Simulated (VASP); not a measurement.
A run of VASP 6.6.1:

The input INCAR:

```
ALGO = Normal
EDIFF = 1E-6
ENCUT = 520
GGA = PE
ISIF = 2
ISMEAR = 0
LASPH = T
LCHARG = F
LREAL = F
LWAVE = F
NBANDS = 31
NELM = 80
PREC = Accurate
SIGMA = 0.02
```

KPOINTS

```
k-points
0
Gamma
  8 8 4
```

The input POSCAR:

```
Be3CdSe4
1.0
    3.7853647692      0.0000000000      0.0000000000
    0.0000000000      3.7853647692      0.0000000000
    0.0000000000      0.0000000000     11.1659058749
Be Cd Se
3 1 4
Direct
    0.5000000000      0.5000000000      0.2736298022
    0.5000000000      0.5000000000      0.7263701978
    0.0000000000      0.0000000000      0.5000000000
    0.0000000000      0.0000000000      0.0000000000
    0.5000000000      0.0000000000      0.3871384408
    0.0000000000      0.5000000000      0.6128615592
    0.5000000000      0.0000000000      0.8362657596
    0.0000000000      0.5000000000      0.1637342404
```

Potentials or basis: VASP PAW PBE potentials, release 64 (Be, Cd, Se).

Launch:

```console
$ cat potpaw_PBE.64/Be/POTCAR potpaw_PBE.64/Cd/POTCAR potpaw_PBE.64/Se/POTCAR > POTCAR
$ mpirun -np 1 vasp_std > vasp.out
```

Hardware: 1 thread of Intel(R) Xeon(R) Platinum 8259CL CPU @ 2.50GHz (Skylake/Cascade Lake), with other jobs on the host.

Problem. Estimate the wall time of this run.

Solution. Wall time 2.8 min on 1 thread of Intel(R) Xeon(R) Platinum 8259CL CPU @ 2.50GHz (Skylake/Cascade Lake) (shared host), peak memory 0.37 GiB. Counts: scf iterations 15, k points 45.
